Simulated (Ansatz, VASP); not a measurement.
Two plane-wave programs on Tl

File INCAR:

```
  PREC = Accurate
  ENCUT = 520
  EDIFF = 1E-6
  ISMEAR = 0
  SIGMA = 0.15
  LREAL = False
  LASPH = True
  NELM = 100
  ALGO = Fast
  ISIF = 2
  LWAVE = False
  LCHARG = True
  GGA = PE
  IVDW = 12
  LELF = True
  LVHAR = True
  NBANDS = 12
```

The input KPOINTS:

```
regular mesh
0
Gamma
  18 18 18
```

POSCAR

```
Tl
1.0
   -1.9410000000      1.9410000000      1.8924750000
    1.9410000000     -1.9410000000      1.8924750000
    1.9410000000      1.9410000000     -1.8924750000
Tl
1
Direct
    0.0000000000      0.0000000000      0.0000000000
```

Input for Ansatz:

```yaml
crystal:
  lattice:
    - [-1.941, 1.941, 1.892475]
    - [1.941, -1.941, 1.892475]
    - [1.941, 1.941, -1.892475]
  atoms:
    - { symbol: Tl, position: [0.0, 0.0, 0.0] }
basis:
  ecutwfc: 420
kpoints:
  mp_grid: { grid: [18, 18, 18] }
hamiltonian:
  xc: pbe
  dispersion: d3bj
scf:
  occupations: { method: gaussian, width: 0.15 }
output:
  forces: true
  stress: true
  eigenvalues: true
```

Change from the starting cell: strain +0.000 along x and y, -0.025 along z, atoms carried along.

Alike in both runs: task single point; functional PBE; dispersion D3(BJ); k mesh 18 × 18 × 18; occupations gaussian, width 0.15 eV; no spin polarisation.

```csv
,VASP,Ansatz
version,VASP 6.6.1,Ansatz 0.2.0
potentials or method,"VASP PAW PBE potentials, release 64 (Tl_d), cutoff 520 eV","scalar-relativistic, plane waves, PAW"
valence electrons in the cell,13,13
```

VASP gave:

```
gap on the k mesh at the Fermi level (eV)                     : none
pressure (GPa)                                                : 1.2
traceless stress, the component that is largest in VASP (GPa) : 0.12
```

**Question.** Which values does Ansatz return?

**Answer.** gap on the k mesh at the Fermi level (eV): none; pressure (GPa): 1.3; traceless stress, the component that is largest in VASP (GPa): 0.12.

A gap of «none» marks a metal or a gap that the smearing closes.

Neither program's run includes spin-orbit coupling.
